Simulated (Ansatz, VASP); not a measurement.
BiO5: VASP beside Ansatz

```
CELL_PARAMETERS angstrom
0.00000 4.02056 5.12940
2.15601 0.00000 5.12940
2.15601 4.02056 0.00000
ATOMIC_POSITIONS crystal
Bi 0.50000 0.50000 0.50000
O 0.35818 0.19727 0.80273
O 0.19727 0.35818 0.64182
O 0.64182 0.80273 0.19727
O 0.80273 0.64182 0.35818
O 0.00000 0.00000 0.00000
```

Alike in both runs: task single point; functional PBE; k mesh 6 × 6 × 6; occupations gaussian, width 0.1 eV; no spin polarisation.

```csv
,VASP,Ansatz
version,VASP 6.6.1,Ansatz 0.2.0
potentials or method,"VASP PAW PBE potentials, release 64 (Bi_d, O), cutoff 600 eV","scalar-relativistic, plane waves, PAW"
valence electrons in the cell,45,45
```

```csv
,VASP,Ansatz,Ansatz less VASP
gap on the k mesh at the Fermi level (eV),none,none,-
pressure (GPa),6.7,5.9,-0.79
"traceless stress, the component that is largest in VASP (GPa)",7.85,8.66,+0.812
rms of the force components (eV/Å),0.196,0.139,-0.0571
```

Atom by atom the forces differ by 0.287 eV/Å (rms over components). A gap of «none» marks a metal or a gap that the smearing closes. One of these differences is far larger than is usual between the two programs; its cause wasn't traced. With one functional, cell and mesh, what is left measures potentials, basis and numerics.

Spin-orbit coupling is off throughout.
